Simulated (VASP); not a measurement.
# In3As (Pm-3m) in VASP: settings compared, part 2 of 2

VASP 6.6.1. The steps go on from the part before.

## 3. Single point, LDA (27.02 Å³/atom)

This run uses another cell than the first one, of 27.02 Å³/atom.

The input, INCAR:

```
ALGO = Fast
EDIFF = 1E-6
ENCUT = 520
GGA = CA
ISIF = 2
ISMEAR = -1
LASPH = True
LCHARG = False
LREAL = False
LWAVE = False
NBANDS = 30
NELM = 100
PREC = Accurate
SIGMA = 0.05
```

The input, KPOINTS:

```
k-points
0
Gamma
  6 6 6
```

The input, POSCAR:

```
In3As
1.0
    4.7633058499      0.0000000000      0.0000000000
    0.0000000000      4.7633058499      0.0000000000
    0.0000000000      0.0000000000      4.7633058499
In As
3 1
Direct
    0.5000000000      0.5000000000      0.0000000000
    0.5000000000      0.0000000000      0.5000000000
    0.0000000000      0.5000000000      0.5000000000
    0.0000000000      0.0000000000      0.0000000000
```

Potentials or basis: VASP PAW LDA potentials, release 64 (In_d, As).

Run with:

```sh
cat potpaw_LDA.64/In_d/POTCAR potpaw_LDA.64/As/POTCAR > POTCAR
mpirun -np 1 vasp_std > vasp.out
```

OUTCAR:

```text
EDIFF = 1E-6
   ENCUT = 520
   GGA = CA
   ISIF = 2
   ISMEAR = -1
   LASPH = True
   LREAL = False
   NELM = 100
   PREC = Accurate

 ion  position               nearest neighbor table
   1  0.500  0.500  0.000-   2 3.37   3 3.37   4 3.37   2 3.37   3 3.37   2 3.37   4 3.37   2 3.37
                             3 3.37   4 3.37   3 3.37   4 3.37
   2  0.500  0.000  0.500-   1 3.37   3 3.37   4 3.37   1 3.37   4 3.37   1 3.37   3 3.37   1 3.37
                             3 3.37   4 3.37   4 3.37   3 3.37
   3  0.000  0.500  0.500-   1 3.37   2 3.37   4 3.37   1 3.37   4 3.37   2 3.37   4 3.37   4 3.37
                             1 3.37   2 3.37   1 3.37   2 3.37
   4  0.000  0.000  0.000-   1 3.37   2 3.37   3 3.37   2 3.37   3 3.37   1 3.37   3 3.37   3 3.37
                             1 3.37   2 3.37   2 3.37   1 3.37

  LATTYP: Found a simple cubic cell.
 ALAT       =     4.7633058499

  Lattice vectors:

 A1 = (   4.7633058499,   0.0000000000,   0.0000000000)
 A2 = (   0.0000000000,   4.7633058499,   0.0000000000)
 A3 = (   0.0000000000,   0.0000000000,   4.7633058499)

Analysis of symmetry for initial positions (statically):
=====================================================================
 Subroutine PRICEL returns:
 Original cell was already a primitive cell.

 Routine SETGRP: Setting up the symmetry group for a
 simple cubic supercell.

 Subroutine GETGRP returns: Found 48 space group operations
 (whereof 48 operations were pure point group operations)
 out of a pool of 48 trial point group operations.

The static configuration has the point symmetry O_h .

Analysis of symmetry for dynamics (positions and initial velocities):
=====================================================================
 Subroutine PRICEL returns:
 Original cell was already a primitive cell.

 Routine SETGRP: Setting up the symmetry group for a
 simple cubic supercell.

 Subroutine GETGRP returns: Found 48 space group operations
 (whereof 48 operations were pure point group operations)
 out of a pool of 48 trial point group operations.

The dynamic configuration has the point symmetry O_h .

 Subroutine INISYM returns: Found 48 space group operations
 (whereof 48 operations are pure point group operations),
 and found     1 'primitive' translations

----------------------------------------------------------------------------------------

                                     Primitive cell

  volume of cell :     108.0750

  direct lattice vectors                    reciprocal lattice vectors
     4.763305850  0.000000000  0.000000000     0.209938230  0.000000000  0.000000000
     0.000000000  4.763305850  0.000000000     0.000000000  0.209938230  0.000000000
     0.000000000  0.000000000  4.763305850     0.000000000  0.000000000  0.209938230

  length of vectors
     4.763305850  4.763305850  4.763305850     0.209938230  0.209938230  0.209938230

  position of ions in fractional coordinates (direct lattice)
     0.500000000  0.500000000  0.000000000
     0.500000000  0.000000000  0.500000000
     0.000000000  0.500000000  0.500000000
     0.000000000  0.000000000  0.000000000

  ion indices of the primitive-cell ions
   primitive index   ion index
                 1           1
                 2           2
[... 26 lines left out ...]

 Found     20 irreducible k-points:

 Following reciprocal coordinates:
            Coordinates               Weight
  0.000000  0.000000  0.000000      1.000000
  0.166667  0.000000  0.000000      6.000000
  0.333333  0.000000  0.000000      6.000000
  0.500000  0.000000  0.000000      3.000000
  0.166667  0.166667  0.000000     12.000000
  0.333333  0.166667  0.000000     24.000000
[... 12 lines left out ...]
  0.500000  0.500000  0.333333      6.000000
  0.500000  0.500000  0.500000      1.000000
   k-points           NKPTS =     20   k-points in BZ     NKDIM =     20   number of bands    NBANDS=     30
   number of dos      NEDOS =    301   number of ions     NIONS =      4
   total plane-waves  NPLWV =  46656
   dimension x,y,z NGX =    36 NGY =   36 NGZ =   36
   dimension x,y,z NGXF=    72 NGYF=   72 NGZF=   72
   ions per type =               3   1
   NGX,Y,Z   is equivalent  to a cutoff of  12.56, 12.56, 12.56 a.u.
   NGXF,Y,Z  is equivalent  to a cutoff of  25.13, 25.13, 25.13 a.u.
 SYSTEM =  unknown system
   PREC   = accura    normal or accurate (medium, high low for compatibility)
   ISTART =      0    job   : 0-new  1-cont  2-samecut
   ICHARG =      2    charge: 1-file 2-atom 10-const
   ISPIN  =      1    spin polarized calculation?
   LNONCOLLINEAR =      F non collinear calculations
   LSORBIT =      F    spin-orbit coupling
   LASPH  =      T    aspherical Exc in radial PAW
   ENCUT  =  520.0 eV  38.22 Ry    6.18 a.u.   8.86  8.86  8.86*2*pi/ulx,y,z
   NELM   =    100;   NELMIN=  2; NELMDL= -5     # of ELM steps
   EDIFF  = 0.1E-05   stopping-criterion for ELM
   LREAL  =      F    real-space projection
   EDIFFG = 0.1E-04   stopping-criterion for IOM
   NSW    =      0    number of steps for IOM
   IBRION =     -1    ionic relax: 0-MD 1-quasi-New 2-CG
   NFREE  =      0    steps in history (QN), initial steepest desc. (CG)
   ISIF   =      2    stress and relaxation
   ISYM   =      2    0-nonsym 1-usesym 2-fastsym
   POTIM  = 0.5000    time-step for ionic-motion
   TEBEG  =    0.0;   TEEND  =   0.0 temperature during run
   PSTRESS=    0.0 pullay stress
   NELECT =      44.0000    total number of electrons
   NUPDOWN=      -1.0000    fix difference up-down
   EMIN   =  10.00;   EMAX   =-10.00  energy-range for DOS
   EFERMI =   0.00;   METHOD = LEGACY
   ISMEAR =    -1;   SIGMA  =   0.05  broadening in eV -4-tet -1-fermi 0-gaus
   EFERMI_NEDOS =   21; number of points for ismear=-14 and -15
   IALGO  =     68    algorithm
   IMIX   =      4    mixing-type and parameters
     AMIX     =   0.40;   BMIX     =  1.00
     AMIX_MAG =   1.60;   BMIX_MAG =  1.00
  volume/ion in A,a.u.               =      27.02       182.33
  Fermi-wavevector in a.u.,A,eV,Ry     =   1.213344  2.292888 20.030545  1.472203
  Thomas-Fermi vector in A             =   2.348799
   LORBIT       =      0    0 simple, 1 ext, 2 COOP (PROOUT), +10 PAW based schemes
   GGA     = CA    functional components
   LHFCALC =     F    Hartree Fock is set to
   AEXX    =    0.0000 exact exchange contribution
   IVDW    =     0    specifies the selected vdW correction
   LEPSILON=     F    determine dielectric tensor
   LRPA    =     F    only Hartree local field effects (RPA)
 non-spin polarized calculation
 RMM-DIIS sequential band-by-band and
  energy-cutoff  :      520.00
  volume of cell :      108.08
 maximum number of plane-waves:      2945
 NGX is ok and might be reduce to    36
   NGX = 17   NGY = 17   NGZ = 17

 number of electron      44.0000049 magnetization

 Free energy of the ion-electron system (eV)
  ---------------------------------------------------
  ext. energy  EPLUGINS =         0.00000000
  ---------------------------------------------------
  free energy    TOTEN  =       -14.42664045 eV

  energy without entropy =      -14.41358767  energy(sigma->0) =      -14.42011406

 E-fermi :   5.7129     XC(G=0): -10.1282

 val. band max:        5.5527325315   @ k =   0.5000   0.1667   0.1667
 cond. band min:       5.7134826440   @ k =   0.3333   0.3333   0.3333
 fundamental gap:      0.1607501125
 Fermi energy:         5.7128941162

 k-point     1 :       0.0000    0.0000    0.0000
  band No.  band energies     occupation
      1      -8.7600      2.00000
      2      -8.7534      2.00000
      3      -8.7534      2.00000
      4      -8.7534      2.00000
      5      -8.5942      2.00000
      6      -8.5942      2.00000
[... 649 lines left out ...]
     29      14.3114      0.00000
     30      14.5078      0.00000

------------------------ aborting loop because EDIFF is reached ----------------------------------------

  FORCE on cell =-STRESS in cart. coord.  units (eV):
  Direction    XX          YY          ZZ          XY          YZ          ZX
  --------------------------------------------------------------------------------------
  -------------------------------------------------------------------------------------
  Total       -3.7688885     -3.7688885     -3.7688885      0.0000000      0.0000000      0.0000000
  in kB      -55.8725466    -55.8725466    -55.8725466      0.0000000      0.0000000      0.0000000
  external PRESSURE =     -55.8725466 kB  Pullay stress =       0.0000000 kB

 VOLUME and BASIS-vectors are now :
 -----------------------------------------------------------------------------
  energy-cutoff  :      520.00
  volume of cell :      108.08
      direct lattice vectors                 reciprocal lattice vectors
     4.763305850  0.000000000  0.000000000     0.209938230  0.000000000  0.000000000
     0.000000000  4.763305850  0.000000000     0.000000000  0.209938230  0.000000000
     0.000000000  0.000000000  4.763305850     0.000000000  0.000000000  0.209938230

 POSITION                                       TOTAL-FORCE (eV/Angst)
 -----------------------------------------------------------------------------------
      2.38165      2.38165      0.00000         0.000000      0.000000      0.000000
      2.38165      0.00000      2.38165         0.000000      0.000000      0.000000
      0.00000      2.38165      2.38165         0.000000      0.000000      0.000000
      0.00000      0.00000      0.00000         0.000000      0.000000      0.000000
 -----------------------------------------------------------------------------------
    total drift:                                0.000000      0.000000      0.000000

  FREE ENERGIE OF THE ION-ELECTRON SYSTEM (eV)
  ---------------------------------------------------
  free  energy   TOTEN  =       -14.4266404534 eV

  energy  without entropy=      -14.4135876733  energy(sigma->0) =      -14.42011406
```

OSZICAR:

```text
N       E                     dE             d eps       ncg     rms          rms(c)
DAV:   1     0.389969519003E+03    0.38997E+03   -0.20971E+04  1200   0.186E+03
DAV:   2     0.232411040616E+02   -0.36673E+03   -0.35939E+03  1206   0.438E+02
DAV:   3    -0.130651682147E+02   -0.36306E+02   -0.35601E+02  1468   0.158E+02
DAV:   4    -0.145801404465E+02   -0.15150E+01   -0.15096E+01  1402   0.340E+01
DAV:   5    -0.146493987940E+02   -0.69258E-01   -0.69250E-01  1644   0.619E+00    0.402E+00
RMM:   6    -0.144465302677E+02    0.20287E+00   -0.33590E-01  1318   0.452E+00    0.212E+00
RMM:   7    -0.144311499863E+02    0.15380E-01   -0.40270E-02  1512   0.154E+00    0.101E+00
RMM:   8    -0.144263122133E+02    0.48378E-02   -0.23939E-02  1440   0.889E-01    0.131E-01
RMM:   9    -0.144265048663E+02   -0.19265E-03   -0.49811E-03  1795   0.577E-01    0.133E-01
RMM:  10    -0.144266192225E+02   -0.11436E-03   -0.12548E-03  1828   0.210E-01    0.138E-01
RMM:  11    -0.144266552304E+02   -0.36008E-04   -0.27205E-04  1679   0.142E-01    0.761E-02
RMM:  12    -0.144266313988E+02    0.23832E-04   -0.13762E-04  1403   0.101E-01    0.139E-02
RMM:  13    -0.144266396486E+02   -0.82498E-05   -0.87305E-05  1945   0.485E-02    0.263E-02
RMM:  14    -0.144266404534E+02   -0.80481E-06   -0.86013E-06  1189   0.189E-02
   1 F= -.14426640E+02 E0= -.14420114E+02  d E =-.130528E-01
```

stdout:

```text
POSCAR found type information on POSCAR InAs
 POSCAR found :  2 types and       4 ions
 scaLAPACK will be used
 LDA part: xc-table for (Slater(with rela. corr.)+CA(PZ))
 , standard interpolation
 POSCAR, INCAR and KPOINTS ok, starting setup
 FFT: planning ... GRIDC
 FFT: planning ... GRID_SOFT
 FFT: planning ... GRID
 WAVECAR not read
 entering main loop
```

It took 88 s on 1 thread of Intel Xeon 8259CL, shared host; peak memory 0.2 GiB.

Results:

```yaml
Free_energy: -14.4266 eV
Pressure: -5.6 GPa
Band_gap_on_the_k_mesh: zero (bands 22 and 23 overlap by 3.44 eV)
```

Levels at points of the mesh, in eV from the Fermi level:
```tsv
k point	band 18	band 19	band 20	band 21	band 22	band 23	band 24	band 25	band 26	band 27
(0.00, 0.00, 0.00)	-2.57	-2.57	-2.57	-2.03	-2.03	2.04	2.04	2.04	4.40	4.40
(0.50, 0.00, 0.00)	-4.37	-1.47	-1.37	-1.37	0.09	0.09	0.12	1.61	4.36	4.48
(0.50, 0.50, 0.00)	-5.64	-5.58	-0.60	-0.32	0.35	0.35	1.62	1.99	1.99	2.11
(0.50, 0.50, 0.50)	-4.19	-4.19	-3.58	-3.58	-3.58	-3.06	4.44	4.44	4.44	8.27
```

Caveat: the cell stands under tension; spin-orbit coupling is left out, which moves the levels of the heavy elements.

## 4. Single point, LDA

This run uses another cell than the first one, of 23.96 Å³/atom.

The input, INCAR:

```
SYSTEM = In3As
  PREC = Accurate
  ENCUT = 520
  EDIFF = 1E-7
  ISMEAR = -1
  SIGMA = 0.05
  LREAL = .FALSE.
  LASPH = .TRUE.
  NELM = 100
  ALGO = Fast
  ISIF = 2
  LWAVE = .FALSE.
  LCHARG = .TRUE.
  GGA = CA
  LELF = .TRUE.
  LVHAR = .TRUE.
  NBANDS = 30
```

The input, KPOINTS:

```
Automatic mesh
0
G
  6 6 6
  0 0 0
```

The input, POSCAR:

```
In3As
1.0
    4.5763138120      0.0000000000      0.0000000000
    0.0000000000      4.5763138120      0.0000000000
    0.0000000000      0.0000000000      4.5763138120
In As
3 1
Direct
    0.5000000000      0.5000000000      0.0000000000
    0.5000000000      0.0000000000      0.5000000000
    0.0000000000      0.5000000000      0.5000000000
    0.0000000000      0.0000000000      0.0000000000
```

Run with:

```sh
cat potpaw_LDA.64/In_d/POTCAR potpaw_LDA.64/As/POTCAR > POTCAR
mpirun -np 1 vasp_std > vasp.out
```

Wall time 96 s (1 thread of Intel Xeon Platinum 8259CL at 2.50GHz (Skylake/Cascade Lake), shared host); peak memory 0.19 GiB.

It converged, with:

```
Free energy            : -14.7063 eV
Pressure               : -1.3 GPa
Band gap on the k mesh : zero (bands 22 and 23 overlap by 4.18 eV)
```

Levels at points of the mesh, in eV from the Fermi level:
| k point | band 19 | band 20 | band 21 | band 22 | band 23 | band 24 | band 25 | band 26 |
| --- | --- | --- | --- | --- | --- | --- | --- | --- |
| (0.00, 0.00, 0.00) | -3.06 | -3.06 | -1.84 | -1.84 | 2.15 | 2.15 | 2.15 | 4.67 |
| (0.50, 0.00, 0.00) | -1.67 | -1.67 | -1.09 | -0.11 | -0.11 | 0.05 | 1.44 | 4.89 |
| (0.50, 0.50, 0.00) | -6.07 | -0.77 | -0.41 | 0.56 | 0.56 | 1.89 | 1.96 | 1.96 |
| (0.50, 0.50, 0.50) | -4.30 | -4.22 | -4.22 | -4.22 | -3.59 | 4.96 | 4.96 | 4.96 |

Caveat: spin-orbit coupling is left out, which moves the levels of the heavy elements.

## 5. Single point, PBE

This run uses another cell than the first one, of 23.96 Å³/atom.

The input, INCAR:

```
SYSTEM = In3As
PREC = Accurate
ENCUT = 520
EDIFF = 1E-6
ISMEAR = -1
SIGMA = 0.05
LREAL = .FALSE.
LASPH = .TRUE.
NELM = 60
ALGO = Fast
ISIF = 2
LWAVE = .FALSE.
LCHARG = .FALSE.
GGA = PE
NBANDS = 30
```

KPOINTS is that of step 4.

POSCAR is that of step 4.

Potentials or basis: VASP PAW PBE potentials, release 64 (In_d, As).

Run with:

```sh
cat potpaw_PBE.64/In_d/POTCAR potpaw_PBE.64/As/POTCAR > POTCAR
mpirun -np 1 vasp_std > vasp.out
```

Run time: 70 s. Hardware: 1 thread of Intel Xeon Platinum 8259CL at 2.50GHz (Skylake/Cascade Lake), shared host; peak memory 0.22 GiB.

The run converged. Its results:

- Free energy: -11.9735 eV
- Pressure: 3.7 GPa
- Band gap on the k mesh: zero (bands 22 and 23 overlap by 4.24 eV)

Levels at points of the mesh, in eV from the Fermi level:
| k point | band 20 | band 21 | band 22 | band 23 | band 24 | band 25 |
| --- | --- | --- | --- | --- | --- | --- |
| (0.00, 0.00, 0.00) | -3.10 | -1.77 | -1.77 | 2.16 | 2.16 | 2.16 |
| (0.50, 0.00, 0.00) | -1.72 | -0.98 | -0.12 | -0.12 | -0.01 | 1.41 |
| (0.50, 0.50, 0.00) | -0.83 | -0.40 | 0.58 | 0.58 | 1.92 | 1.95 |
| (0.50, 0.50, 0.50) | -4.25 | -4.25 | -4.25 | -3.62 | 5.00 | 5.00 |

Caveat: the cell stands under pressure; spin-orbit coupling is left out, which moves the levels of the heavy elements.

## 6. Summary

```csv
level,potentials or basis,cell,further INCAR settings,gap on the mesh (eV),pressure (GPa)
LDA,"VASP PAW LDA potentials, release 64 (In_d, As)","a = 4.733 Å, 4 atoms",ALGO = Fast; EDIFF = 1e-06; NBANDS = 30,none,-5.1
LDA,"VASP PAW LDA potentials, release 64 (In_d, As)","a = 4.763 Å, 4 atoms",ALGO = Fast; EDIFF = 1e-06; NBANDS = 30,none,-5.6
LDA,"VASP PAW LDA potentials, release 64 (In_d, As)","a = 4.576 Å, 4 atoms",ALGO = Fast; EDIFF = 1e-07; NBANDS = 30,none,-1.3
PBE,"VASP PAW PBE potentials, release 64 (In_d, As)","a = 4.576 Å, 4 atoms",ALGO = Fast; EDIFF = 1e-06; NBANDS = 30,none,3.7
```

Alike in all rows: task single point; no spin polarisation; k mesh 6 × 6 × 6; cutoff (eV) 520; smearing fermi-dirac 0.05 eV.

Caveats: spin-orbit coupling is left out, which moves the levels of the heavy elements; the cell stands under tension (at least some runs); the cell stands under pressure (at least some runs).

Total energies depend on the potentials used, so only differences within one code and one set of settings carry meaning.
